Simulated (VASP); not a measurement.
# Ru (Fm-3m) in VASP: notebook

Ru is run at these levels: PBE; tasks: single point.

Program: VASP 6.6.1. These are calculated values, not measurements. Logs are shortened: lines on timing, memory, paths and dates and some standing lists are left out, and cuts for length are marked.

### Step 1. The cell of the first run

It takes space group Fm-3m (No. 225, cubic). Conventional cell: a = 3.706 Å, b = 3.706 Å, c = 3.706 Å, α = 90.00°, β = 90.00°, γ = 90.00°. Ru (site symmetry m-3m) has 12 Ru at 2.62 Å within 3.5 Å.

### Step 2. Single point, PBE (volume 12.722 Å^3 an atom, c/a of the conventional cell 1.0000)

The input, INCAR:

```
ALGO = Normal ; EDIFF = 1E-6
ENCUT = 520 ; GGA = PE
ISIF = 2 ; ISMEAR = 0
LASPH = T ; LCHARG = F
LREAL = F ; LWAVE = F
NBANDS = 13 ; NELM = 100
PREC = Accurate ; SIGMA = 0.15
```

The input, KPOINTS:

```
k-points
0
Gamma
  22 22 22
```

The input, POSCAR:

```
Ru
1.0
    0.0000000000      1.8528565560      1.8528565560
    1.8528565560      0.0000000000      1.8528565560
    1.8528565560      1.8528565560      0.0000000000
Ru
1
Direct
    0.0000000000      0.0000000000      0.0000000000
```

Potentials or basis: VASP PAW PBE potentials, release 64 (Ru_pv).

The run is started by

```console
cat potpaw_PBE.64/Ru_pv/POTCAR > POTCAR
mpirun -np 1 vasp_std > vasp.out
```

OUTCAR:

```text
EDIFF = 1E-6
   ENCUT = 520
   GGA = PE
   ISIF = 2
   ISMEAR = 0
   LASPH = T
   LREAL = F
   NELM = 100
   PREC = Accurate

 ion  position               nearest neighbor table
   1  0.000  0.000  0.000-

  LATTYP: Found a face centered cubic cell.
 ALAT       =     3.7057131120

  Lattice vectors:

 A1 = (   0.0000000000,   1.8528565560,   1.8528565560)
 A2 = (   1.8528565560,   0.0000000000,   1.8528565560)
 A3 = (   1.8528565560,   1.8528565560,   0.0000000000)

Analysis of symmetry for initial positions (statically):
=====================================================================
 Subroutine PRICEL returns:
 Original cell was already a primitive cell.

 Routine SETGRP: Setting up the symmetry group for a
 face centered cubic supercell.

 Subroutine GETGRP returns: Found 48 space group operations
 (whereof 48 operations were pure point group operations)
 out of a pool of 48 trial point group operations.

The static configuration has the point symmetry O_h .

Analysis of symmetry for dynamics (positions and initial velocities):
=====================================================================
 Subroutine PRICEL returns:
 Original cell was already a primitive cell.

 Routine SETGRP: Setting up the symmetry group for a
 face centered cubic supercell.

 Subroutine GETGRP returns: Found 48 space group operations
 (whereof 48 operations were pure point group operations)
 out of a pool of 48 trial point group operations.

The dynamic configuration has the point symmetry O_h .

 Subroutine INISYM returns: Found 48 space group operations
 (whereof 48 operations are pure point group operations),
 and found     1 'primitive' translations

----------------------------------------------------------------------------------------

                                     Primitive cell

  volume of cell :      12.7220

  direct lattice vectors                    reciprocal lattice vectors
     0.000000000  1.852856556  1.852856556    -0.269853594  0.269853594  0.269853594
     1.852856556  0.000000000  1.852856556     0.269853594 -0.269853594  0.269853594
     1.852856556  1.852856556  0.000000000     0.269853594  0.269853594 -0.269853594

  length of vectors
     2.620334871  2.620334871  2.620334871     0.467400135  0.467400135  0.467400135

  position of ions in fractional coordinates (direct lattice)
     0.000000000  0.000000000  0.000000000

  ion indices of the primitive-cell ions
   primitive index   ion index
                 1           1

----------------------------------------------------------------------------------------

[... 80 lines left out ...]
   NELECT =      14.0000    total number of electrons
   NUPDOWN=      -1.0000    fix difference up-down
   EMIN   =  10.00;   EMAX   =-10.00  energy-range for DOS
   EFERMI =   0.00;   METHOD = LEGACY
   ISMEAR =     0;   SIGMA  =   0.15  broadening in eV -4-tet -1-fermi 0-gaus
   EFERMI_NEDOS =   21; number of points for ismear=-14 and -15
   IALGO  =     38    algorithm
   IMIX   =      4    mixing-type and parameters
     AMIX     =   0.40;   BMIX     =  1.00
     AMIX_MAG =   1.60;   BMIX_MAG =  1.00
  volume/ion in A,a.u.               =      12.72        85.85
  Fermi-wavevector in a.u.,A,eV,Ry     =   1.690178  3.193973 38.867774  2.856701
  Thomas-Fermi vector in A             =   2.772171
   LORBIT       =      0    0 simple, 1 ext, 2 COOP (PROOUT), +10 PAW based schemes
   GGA     = PE    functional components
   LHFCALC =     F    Hartree Fock is set to
   AEXX    =    0.0000 exact exchange contribution
   IVDW    =     0    specifies the selected vdW correction
   LEPSILON=     F    determine dielectric tensor
   LRPA    =     F    only Hartree local field effects (RPA)
 non-spin polarized calculation
 Gauss-broadening in eV      SIGMA  =   0.15
  energy-cutoff  :      520.00
  volume of cell :       12.72
 maximum number of plane-waves:       352
   NGX =  9   NGY =  9   NGZ =  9

 number of electron      13.9999997 magnetization

 Free energy of the ion-electron system (eV)
  ---------------------------------------------------
  ext. energy  EPLUGINS =         0.00000000
  ---------------------------------------------------
  free energy    TOTEN  =        -9.02802287 eV

  energy without entropy =       -9.01863570  energy(sigma->0) =       -9.02332928

 E-fermi :  13.9650     XC(G=0): -14.5266

 val. band max:       13.9392475889   @ k =   0.1364   0.0909   0.0455
 cond. band min:      13.9698360684   @ k =  -0.0909   0.0909   0.0000
 fundamental gap:      0.0305884795
 Fermi energy:        13.9650458259

 k-point     1 :       0.0000    0.0000    0.0000
  band No.  band energies     occupation
      1     -28.4587      2.00000
      2     -28.4587      2.00000
      3     -28.4587      2.00000
      4       5.6915      2.00000
      5      11.1288      2.00000
      6      11.1288      2.00000
      7      11.1288      2.00000
      8      13.8388      1.76616
      9      13.8388      1.76616
     10      24.4396      0.00000
     11      28.9618      0.00000
     12      35.0796      0.00000
     13      35.0796      0.00000
[... 354 lines left out ...]
  band No.  band energies     occupation
      1     -29.7619      2.00000
      2     -28.6554      2.00000
      3     -28.6345      2.00000
      4       7.4813      2.00000
      5      10.9223      2.00000
      6      11.0549      2.00000
      7      14.3577      0.00021
      8      15.7831      0.00000
      9      16.5804      0.00000
     10      24.4338      0.00000
     11      25.0706      0.00000
     12      28.8358      0.00000
     13      35.5532      0.00000

 [... further k-points ...]

------------------------ aborting loop because EDIFF is reached ----------------------------------------

  FORCE on cell =-STRESS in cart. coord.  units (eV):
  Direction    XX          YY          ZZ          XY          YZ          ZX
  --------------------------------------------------------------------------------------
  -------------------------------------------------------------------------------------
  Total        2.4942538      2.4942538      2.4942538      0.0000000     -0.0000000      0.0000000
  in kB      314.1201832    314.1201832    314.1201832      0.0000000     -0.0000000      0.0000000
  external PRESSURE =     314.1201832 kB  Pullay stress =       0.0000000 kB

 VOLUME and BASIS-vectors are now :
 -----------------------------------------------------------------------------
  energy-cutoff  :      520.00
  volume of cell :       12.72
      direct lattice vectors                 reciprocal lattice vectors
     0.000000000  1.852856556  1.852856556    -0.269853594  0.269853594  0.269853594
     1.852856556  0.000000000  1.852856556     0.269853594 -0.269853594  0.269853594
     1.852856556  1.852856556  0.000000000     0.269853594  0.269853594 -0.269853594

 POSITION                                       TOTAL-FORCE (eV/Angst)
 -----------------------------------------------------------------------------------
      0.00000      0.00000      0.00000        -0.000000      0.000000      0.000000
 -----------------------------------------------------------------------------------
    total drift:                                0.000000     -0.000000      0.000000

  FREE ENERGIE OF THE ION-ELECTRON SYSTEM (eV)
  ---------------------------------------------------
  free  energy   TOTEN  =        -9.0280228696 eV

  energy  without entropy=       -9.0186356952  energy(sigma->0) =       -9.02332928
```

stdout:

```text
POSCAR found type information on POSCAR Ru
 POSCAR found :  1 types and       1 ions
 scaLAPACK will be used
 LDA part: xc-table for (Slater+PW92), standard interpolation
 POSCAR, INCAR and KPOINTS ok, starting setup
 FFT: planning ... GRIDC
 FFT: planning ... GRID_SOFT
 FFT: planning ... GRID
 WAVECAR not read
 entering main loop
```

Wall time 29 s (1 thread of Intel Xeon Platinum 8259CL at 2.50GHz (Skylake/Cascade Lake), shared host); peak memory 0.17 GiB.

What came out:

```yaml
Free_energy: -9.0280 eV
Pressure: 31.4 GPa
Band_gap_on_the_k_mesh: zero (band 7 reaches 16.49 eV, above the bottom of band 8 at 12.53 eV)
```

(Continued in part 2 of 2.)
